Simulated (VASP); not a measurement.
A run of VASP 6.6.1 is set up as follows.

File INCAR:

```
SYSTEM = In2TeS
PREC     = Accurate       ! precision mode
ENCUT    = 520            ! plane-wave cutoff, eV
EDIFF    = 1E-7           ! SCF threshold, eV
ISMEAR   = 0              ! smearing method
SIGMA    = 0.1            ! smearing width, eV
LREAL    = .False.        ! projectors in reciprocal space
LASPH    = .True.         ! aspherical terms in the spheres
NELM     = 60             ! most SCF steps
ALGO     = Normal         ! electronic algorithm
ISIF     = 2              ! what is computed and relaxed
LWAVE    = .False.        ! write WAVECAR
LCHARG   = .True.         ! write CHGCAR
GGA      = PE             ! functional
LELF     = .True.         ! ELF
LVHAR    = .True.       
NBANDS   = 27             ! bands
```

Contents of KPOINTS:

```
Automatic mesh
0
Gamma
  12 12 6
  0 0 0
```

Contents of POSCAR:

```
In2TeS
1.0
    5.2446865459      0.0000000000      0.0000000000
   -2.6223432730      4.5420317837      0.0000000000
    0.0000000000      0.0000000000      9.8018072861
In Te S
2 1 1
Direct
    0.6666666667      0.3333333333      0.2582366095
    0.6666666667      0.3333333333      0.7417633905
    0.0000000000      0.0000000000      0.0000000000
    0.6666666667      0.3333333333      0.0000000000
```

Potentials or basis: VASP PAW PBE potentials, release 64 (In_d, Te, S).

Command:

```console
$ cat potpaw_PBE.64/In_d/POTCAR potpaw_PBE.64/Te/POTCAR potpaw_PBE.64/S/POTCAR > POTCAR
$ mpirun -np 1 vasp_std > vasp.out
```

Q: Predict the band gap on the k mesh.

A: Zero (band 19 reaches 1.39 eV, above the bottom of band 20 at 1.20 eV).

Q: Predict the pressure.

A: 0.0 GPa.

Forces in eV/Å, atoms in the order of the input:
```
In   0.000  0.000  0.004
In   0.000  0.000 -0.004
Te   0.000  0.000  0.000
S    0.000  0.000  0.000
```

Caveat: spin-orbit coupling is left out, which moves the levels of the heavy elements.
